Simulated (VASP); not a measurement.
BN (ae), 2 atoms in the cell. It takes space group I-4m2 (No. 119, tetragonal). Conventional cell: a = 2.575 Å, b = 2.575 Å, c = 3.589 Å, α = 90.00°, β = 90.00°, γ = 90.00°. Within 2.1 Å of B (site symmetry -4m2) lie 4 N at 1.57 Å. Within 2.1 Å of N (site symmetry -4m2) lie 4 B at 1.57 Å. 

| Item | Value |
| --- | --- |
| Program | VASP 6.6.1 |
| Task | single point |
| Functional | PBEsol |
| Potentials or basis | VASP PAW PBE potentials, release 64 (B, N) |
| Cutoff | 600 eV |
| k mesh | 10 × 10 × 10 |
| Occupations | gaussian, width 0.01 eV |
| Spin | no spin polarisation |
| Dipole correction | no |
| Further INCAR settings | ALGO = Normal; EDIFF = 1e-06; NBANDS = 11 |

Potentials or basis: VASP PAW PBE potentials, release 64 (B, N).

The run is started by

```sh
$ cat potpaw_PBE.64/B/POTCAR potpaw_PBE.64/N/POTCAR > POTCAR
$ mpirun -np 1 vasp_std > vasp.out
```

Hardware: 1 thread of Intel Xeon 6975P-C (shared host).

**Question.** Estimate the wall time of this run.

**Answer.** Run time: 11 s on 1 thread of Intel Xeon 6975P-C, on a shared host, peak memory 0.13 GiB. Counts: scf iterations 12, k points 102.
